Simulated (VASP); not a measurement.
# Be (P6_3/mmc) in VASP: further runs, part 2 of 2

VASP 6.6.1.

## Step 3: Electric field gradients, PBEsol

Input file INCAR:

```
SYSTEM = Be
PREC = Accurate
ENCUT = 520
EDIFF = 1E-8
ISMEAR = -1
SIGMA = 0.05
LREAL = .FALSE.
LASPH = .TRUE.
NELM = 60
ALGO = Normal
ISIF = 2
LWAVE = .FALSE.
LCHARG = .FALSE.
GGA = PS
LEFG = .TRUE.
NBANDS = 9
```

Input file KPOINTS:

```
Automatic mesh
0
G
  20 20 11
  0 0 0
```

Input file POSCAR:

```
Be
1.0
    2.2995019849      0.0000000000      0.0000000000
   -1.1497509925      1.9914271350      0.0000000000
    0.0000000000      0.0000000000      3.6009000000
Be
2
Direct
    0.3333333333      0.6666666667      0.2500000000
    0.6666666667      0.3333333333      0.7500000000
```

Potentials or basis: VASP PAW PBE potentials, release 64 (Be).

Started as:

```console
cat potpaw_PBE.64/Be/POTCAR > POTCAR
mpirun -np 1 vasp_std > vasp.out
```

OUTCAR:

```text
SYSTEM = Be
   PREC = Accurate
   ENCUT = 520
   EDIFF = 1E-8
   ISMEAR = -1
   LREAL = .FALSE.
   LASPH = .TRUE.
   NELM = 60
   ISIF = 2
   GGA = PS

 ion  position               nearest neighbor table
   1  0.333  0.667  0.250-   2 2.24   2 2.24   2 2.24   2 2.24   2 2.24   2 2.24
   2  0.667  0.333  0.750-   1 2.24   1 2.24   1 2.24   1 2.24   1 2.24   1 2.24

  LATTYP: Found a hexagonal cell.
 ALAT       =     2.2995019849
 C/A-ratio  =     1.5659477677

  Lattice vectors:

 A1 = (   2.2995019849,   0.0000000000,   0.0000000000)
 A2 = (  -1.1497509925,   1.9914271350,   0.0000000000)
 A3 = (   0.0000000000,   0.0000000000,   3.6009000000)

Analysis of symmetry for initial positions (statically):
=====================================================================
 Subroutine PRICEL returns:
 Original cell was already a primitive cell.

 Routine SETGRP: Setting up the symmetry group for a
 hexagonal supercell.

 Subroutine GETGRP returns: Found 24 space group operations
 (whereof 12 operations were pure point group operations)
 out of a pool of 24 trial point group operations.

The static configuration has the point symmetry D_3d.
 The point group associated with its full space group is D_6h.

Analysis of symmetry for dynamics (positions and initial velocities):
=====================================================================
 Subroutine PRICEL returns:
 Original cell was already a primitive cell.

 Routine SETGRP: Setting up the symmetry group for a
 hexagonal supercell.

 Subroutine GETGRP returns: Found 24 space group operations
 (whereof 12 operations were pure point group operations)
 out of a pool of 24 trial point group operations.
[... 162 lines left out ...]
      4      22.0463      0.00000
      5      22.0463      0.00000
      6      24.8382      0.00000
      7      24.8382      0.00000
      8      27.0256      0.00000
      9      33.0138      0.00000
[... 265 lines left out ...]
 k-point    24 :       0.2500    0.1000    0.0000
  band No.  band energies     occupation
      1      -1.6889      2.00000
      2       5.9372      2.00000
      3       7.8182      0.00000
      4      12.7362      0.00000
      5      15.6583      0.00000
      6      20.0140      0.00000
      7      21.5104      0.00000
      8      23.4494      0.00000
      9      27.1441      0.00000

 [... further k-points ...]
[... 5 lines left out ...]
  --------------------------------------------------------------------------------------
  -------------------------------------------------------------------------------------
  Total       -0.5601786     -0.5601786     -0.5408805      0.0000000      0.0000000      0.0000000
  in kB      -54.4286866    -54.4286866    -52.5536202      0.0000000      0.0000000      0.0000000
  external PRESSURE =     -53.8036645 kB  Pullay stress =       0.0000000 kB

 VOLUME and BASIS-vectors are now :
 -----------------------------------------------------------------------------
  energy-cutoff  :      520.00
  volume of cell :       16.49
      direct lattice vectors                 reciprocal lattice vectors
     2.299501985  0.000000000  0.000000000     0.434876772  0.251076221  0.000000000
    -1.149750993  1.991427135  0.000000000     0.000000000  0.502152443  0.000000000
     0.000000000  0.000000000  3.600900000     0.000000000  0.000000000  0.277708351

 POSITION                                       TOTAL-FORCE (eV/Angst)
 -----------------------------------------------------------------------------------
     -0.00000      1.32762      0.90023        -0.000000      0.000000      0.000000
      1.14975      0.66381      2.70068         0.000000     -0.000000      0.000000
 -----------------------------------------------------------------------------------
    total drift:                                0.000000     -0.000000      0.000000

  FREE ENERGIE OF THE ION-ELECTRON SYSTEM (eV)
  ---------------------------------------------------
  free  energy   TOTEN  =        -7.9835925729 eV

  energy  without entropy=       -7.9826879504  energy(sigma->0) =       -7.98314026

 Electric field gradients (V/A^2)
---------------------------------------------------------------------
 ion       V_xx      V_yy      V_zz      V_xy      V_xz      V_yz
---------------------------------------------------------------------
   1       0.288     0.288    -0.575    -0.000    -0.000     0.000
   2       0.288     0.288    -0.575    -0.000     0.000    -0.000
---------------------------------------------------------------------

 Electric field gradients after diagonalization (V/A^2)
 (convention: |V_zz| > |V_xx| > |V_yy|)
----------------------------------------------------------------------
 ion       V_xx      V_yy      V_zz     asymmetry (V_yy - V_xx)/ V_zz
----------------------------------------------------------------------
   1       0.288     0.288    -0.575       0.000
   2       0.288     0.288    -0.575       0.000
----------------------------------------------------------------------

           NMR quadrupolar parameters

 Cq : quadrupolar parameter    Cq=e*Q*V_zz/h
 eta: asymmetry parameters     (V_yy - V_xx)/ V_zz
 Q  : nuclear electric quadrupole moment in mb (millibarn)
----------------------------------------------------------------------
 ion       Cq(MHz)       eta       Q (mb)
----------------------------------------------------------------------
   1      -0.001       0.000       1.000
   2      -0.001       0.000       1.000
----------------------------------------------------------------------
```

OSZICAR:

```text
N       E                     dE             d eps       ncg     rms          rms(c)
DAV:   1    -0.349881955112E+01   -0.34988E+01   -0.17609E+03  4808   0.361E+02
DAV:   2    -0.795712366502E+01   -0.44583E+01   -0.43026E+01  7180   0.521E+01
DAV:   3    -0.801344875192E+01   -0.56325E-01   -0.56023E-01  5412   0.382E+00
DAV:   4    -0.801353910188E+01   -0.90350E-04   -0.90347E-04  5964   0.157E-01
DAV:   5    -0.801353915081E+01   -0.48929E-07   -0.49137E-07  5330   0.353E-03    0.120E+00
DAV:   6    -0.799265637922E+01    0.20883E-01   -0.20201E-03  5118   0.415E-01    0.727E-01
DAV:   7    -0.798359298345E+01    0.90634E-02   -0.30346E-03  5102   0.436E-01    0.122E-02
DAV:   8    -0.798359201057E+01    0.97288E-06   -0.14873E-05  5348   0.262E-02    0.520E-03
DAV:   9    -0.798359262042E+01   -0.60984E-06   -0.38538E-07  5391   0.429E-03    0.542E-04
DAV:  10    -0.798359259315E+01    0.27268E-07   -0.62805E-10  4834   0.158E-04    0.180E-04
DAV:  11    -0.798359257522E+01    0.17926E-07   -0.11063E-10  2880   0.703E-05    0.678E-06
DAV:  12    -0.798359257295E+01    0.22742E-08   -0.31099E-12  2714   0.162E-05
   1 F= -.79835926E+01 E0= -.79831403E+01  d E =-.904623E-03
```

stdout:

```text
POSCAR found type information on POSCAR Be
 POSCAR found :  1 types and       2 ions
 scaLAPACK will be used
 -----------------------------------------------------------------------------
|                                                                             |
|                                                                             |
|     You enforced a specific xc type in the INCAR file but a different       |
|     I HOPE YOU KNOW WHAT YOU ARE DOING!                                     |
|                                                                             |
 -----------------------------------------------------------------------------

 LDA part: xc-table for (Slater+PW92), standard interpolation
 POSCAR, INCAR and KPOINTS ok, starting setup
 FFT: planning ... GRIDC
 FFT: planning ... GRID_SOFT
 FFT: planning ... GRID
 WAVECAR not read
 entering main loop
ion   1

ion   2
```

Run time: 15 s. Hardware: 1 thread of Intel Xeon 6975P-C (Granite Rapids), shared host; peak memory 0.15 GiB.

Results:

| Quantity | Value |
| --- | --- |
| Free energy | -7.9836 eV |
| Pressure | -5.4 GPa |
| Band gap on the k mesh | zero (band 2 reaches 7.65 eV, above the bottom of band 3 at 6.25 eV) |

Levels at points of the mesh, in eV from the Fermi level:
```
           k point  band 1  band 2  band 3  band 4  band 5  band 6  band 7
(0.00, 0.00, 0.00)  -11.03   -4.17    1.17   15.46   15.46   18.25   18.25
(0.50, 0.00, 0.00)   -4.81   -3.03    3.62    6.44    6.63    9.11    9.91
```

Electric field gradients, principal values (V/Å²):
```
atom  least  middle  greatest (by size)
1 Be  0.288   0.288              -0.575
2 Be  0.288   0.288              -0.575
```

Caveat: without QUAD_EFG the Cq values of the log hold for a quadrupole moment of 1 mb, not for the nuclei; the PAW data sets were made with another functional, which shifts forces and pressure a little.

## Step 4: Electric field gradients, r2SCAN

POSCAR is that of step 3.

Input file INCAR.step1:

```
ALGO = Normal
EDIFF = 1E-4
ENCUT = 520
GGA = PE
ISMEAR = -1
LASPH = T
LCHARG = F
LREAL = F
LWAVE = T
NBANDS = 9
NELM = 80
PREC = Accurate
SIGMA = 0.05
```

Input file INCAR.step2:

```
ALGO = Normal
EDIFF = 1E-8
ENCUT = 520
ISIF = 2
ISMEAR = -1
ISTART = 1
LASPH = T
LCHARG = F
LEFG = T
LMIXTAU = T
LREAL = F
LWAVE = F
METAGGA = R2SCAN
NBANDS = 9
NELM = 80
PREC = Accurate
SIGMA = 0.05
```

Input file KPOINTS:

```
k-points
0
Gamma
  20 20 11
```

Potentials or basis: VASP PAW PBE potentials, release 64 (Be).

Started as:

```console
cat potpaw_PBE.64/Be/POTCAR > POTCAR
cp INCAR.step1 INCAR
mpirun -np 1 vasp_std > vasp.out
cp INCAR.step2 INCAR
mpirun -np 1 vasp_std > vasp.out
```

OUTCAR:

```text
EDIFF = 1E-8
   ENCUT = 520
   ISIF = 2
   ISMEAR = -1
   ISTART = 1
   LASPH = T
   LREAL = F
   METAGGA = R2SCAN
   NELM = 80
   PREC = Accurate

 ion  position               nearest neighbor table
   1  0.333  0.667  0.250-   2 2.24   2 2.24   2 2.24   2 2.24   2 2.24   2 2.24
   2  0.667  0.333  0.750-   1 2.24   1 2.24   1 2.24   1 2.24   1 2.24   1 2.24

  LATTYP: Found a hexagonal cell.
 ALAT       =     2.2995019849
 C/A-ratio  =     1.5659477677

  Lattice vectors:

 A1 = (   2.2995019849,   0.0000000000,   0.0000000000)
[... 504 lines left out ...]
  free  energy   TOTEN  =        -8.6720826048 eV

  energy  without entropy=       -8.6712008876  energy(sigma->0) =       -8.67164175

 Electric field gradients (V/A^2)
---------------------------------------------------------------------
 ion       V_xx      V_yy      V_zz      V_xy      V_xz      V_yz
---------------------------------------------------------------------
   1       0.261     0.261    -0.522    -0.000    -0.000     0.000
   2       0.261     0.261    -0.522    -0.000     0.000    -0.000
---------------------------------------------------------------------

 Electric field gradients after diagonalization (V/A^2)
 (convention: |V_zz| > |V_xx| > |V_yy|)
----------------------------------------------------------------------
 ion       V_xx      V_yy      V_zz     asymmetry (V_yy - V_xx)/ V_zz
----------------------------------------------------------------------
   1       0.261     0.261    -0.522       0.000
   2       0.261     0.261    -0.522       0.000
----------------------------------------------------------------------

           NMR quadrupolar parameters

 Cq : quadrupolar parameter    Cq=e*Q*V_zz/h
 eta: asymmetry parameters     (V_yy - V_xx)/ V_zz
 Q  : nuclear electric quadrupole moment in mb (millibarn)
----------------------------------------------------------------------
 ion       Cq(MHz)       eta       Q (mb)
----------------------------------------------------------------------
   1      -0.001       0.000       1.000
   2      -0.001       0.000       1.000
----------------------------------------------------------------------
```

OSZICAR.step1:

```text
N       E                     dE             d eps       ncg     rms          rms(c)
DAV:   1    -0.305220948426E+01   -0.30522E+01   -0.17613E+03  4808   0.361E+02
DAV:   2    -0.752630789631E+01   -0.44741E+01   -0.43167E+01  7202   0.521E+01
DAV:   3    -0.758255169574E+01   -0.56244E-01   -0.55945E-01  5406   0.382E+00
DAV:   4    -0.758264122959E+01   -0.89534E-04   -0.89531E-04  5955   0.156E-01
DAV:   5    -0.758264127879E+01   -0.49201E-07   -0.49348E-07  5291   0.356E-03    0.117E+00
DAV:   6    -0.754191061483E+01    0.40731E-01   -0.49384E-03  5251   0.680E-01    0.717E-01
DAV:   7    -0.752506480895E+01    0.16846E-01   -0.55833E-03  5281   0.714E-01    0.249E-02
DAV:   8    -0.752504408603E+01    0.20723E-04   -0.14197E-05  4494   0.317E-02
   1 F= -.75250441E+01 E0= -.75245975E+01  d E =-.893252E-03
```

Run time: 69 s. Hardware: 1 thread of Intel Xeon 6975P-C (Granite Rapids), shared host; peak memory 0.15 GiB.

What came out:

| Item | Value |
| --- | --- |
| Free energy | -8.6721 eV |
| Pressure | -4.6 GPa |
| Band gap on the k mesh | zero (band 2 reaches 7.86 eV, above the bottom of band 3 at 6.35 eV) |

Stress tensor (GPa, compression positive):
```
-4.76  0.00  0.00
 0.00 -4.76  0.00
 0.00  0.00 -4.31
```

Electric field gradients, principal values (V/Å²):
```csv
atom,least,middle,greatest (by size)
1 Be,0.261,0.261,-0.522
2 Be,0.261,0.261,-0.522
```

Caveat: without QUAD_EFG the Cq values of the log hold for a quadrupole moment of 1 mb, not for the nuclei; the PAW data sets were made with another functional, which shifts forces and pressure a little.

## Step 5: Summary

| level | potentials or basis | gap on the mesh (eV) | pressure (GPa) |
| --- | --- | --- | --- |
| LDA | VASP PAW LDA potentials, release 64 (Be) | none | -9.6 |
| PBEsol | VASP PAW PBE potentials, release 64 (Be) | none | -5.4 |
| r2SCAN | VASP PAW PBE potentials, release 64 (Be) | none | -4.6 |

Alike in all rows: task electric field gradients; no spin polarisation; cell as given; k mesh 20 × 20 × 11; cutoff (eV) 520; smearing fermi-dirac 0.05 eV.

Caveats: the PAW data sets were made with another functional, which shifts forces and pressure a little (some runs).

Absolute energies hang on the potentials; compare differences alone.
